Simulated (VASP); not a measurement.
The system is PtS2.

```
CELL_PARAMETERS angstrom
3.82700 0.00000 0.00000
-1.91350 3.31428 0.00000
0.00000 0.00000 6.82150
ATOMIC_POSITIONS crystal
Pt 0.00000 0.00000 0.00000
S 0.33333 0.66667 0.18895
S 0.66667 0.33333 0.81105
```

- Program: VASP 6.6.1
- Task: relaxation of the atoms
- Functional: PBE
- Potentials or basis: VASP PAW PBE potentials, release 64 (Pt, S)
- Cutoff: 520 eV
- k mesh: 9 × 9 × 4
- Occupations: gaussian, width 0.05 eV
- Spin: no spin polarisation

At the start: pressure -12.3 GPa; volume 28.84 Å³/atom.

Where does the relaxation end?

Over 4 steps the energy falls by 117.7 meV/atom at a fixed cell; space group P-3m1 (No. 164, to 0.1 Å) before and after.

Step by step:
```
step  energy change (eV)  largest force (eV/Å)  pressure (GPa)
   1              0.0000                1.7159          -12.30
   2             -0.2301                1.0482          -10.01
   3             -0.3531                0.0325           -6.28
   4             -0.3532                0.0044           -6.14
```

Final structure:
```yaml
crystal:
  lattice:
    - [3.82700, 0.00000, 0.00000]
    - [-1.91350, 3.31428, 0.00000]
    - [0.00000, 0.00000, 6.82150]
  atoms:
    - { symbol: Pt, position: [0.00000, 0.00000, 0.00000] }
    - { symbol: S, position: [0.33333, 0.66667, 0.15984] }
    - { symbol: S, position: [0.66667, 0.33333, 0.84016] }
```

Caveat: this functional lacks dispersion, which binds layers or chains, so the pressure and a relaxed spacing across them are unreliable.
